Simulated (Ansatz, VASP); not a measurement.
## P in VASP and in Ansatz

INCAR

```
PREC = Accurate
ENCUT = 520
EDIFF = 1E-7
ISMEAR = -1
SIGMA = 0.1
LREAL = False
LASPH = True
NELM = 80
ALGO = Normal
ISIF = 2
LWAVE = False
LCHARG = True
GGA = PE
LELF = True
LVHAR = True
NBANDS = 8
```

KPOINTS

```
Automatic mesh
0
Gamma
  14 14 14
```

Contents of POSCAR:

```
P
1.0
    2.3766828703      0.0000000000      0.0000000000
    0.0000000000      2.3766828703      0.0000000000
    0.0000000000      0.0000000000      2.3766828703
P
1
Direct
    0.0000000000      0.0000000000      0.0000000000
```

Input for Ansatz:

```yaml
crystal:
  lattice:
    - [2.3766828703, 0.0, 0.0]
    - [0.0, 2.3766828703, 0.0]
    - [0.0, 0.0, 2.3766828703]
  atoms:
    - { symbol: P, position: [0.0, 0.0, 0.0] }
hamiltonian:
  xc: pbe
  pseudopotentials:
    kind: paw
    azcp:
      P: "pseudopotentials/P.paw.azcp"
basis:
  ecutwfc: 420
  fft_grid_basis: typed
kpoints:
  mp_grid: { grid: [14, 14, 14], shift: [0, 0, 0] }
magnetization:
  spin_polarized: false
scf:
  occupations: { method: fermi_dirac, width: 0.1 }
  lower_state_search: "off"
output:
  stress: true
```

Alike in both runs: task single point; functional PBE; k mesh 14 × 14 × 14; occupations fermi-dirac, width 0.1 eV; no spin polarisation.

|  | VASP | Ansatz |
| --- | --- | --- |
| version | VASP 6.6.1 | Ansatz 0.2.0 |
| potentials or method | VASP PAW PBE potentials, release 64 (P), cutoff 520 eV | plane waves (420 eV) with PAW, scalar-relativistic |
| valence electrons in the cell | 5 | 5 |

Ansatz gave:

```
pressure (GPa) : 12.3
```

**Question.** What did VASP give for the same quantities?

**Answer.** Pressure (GPa): 11.9.
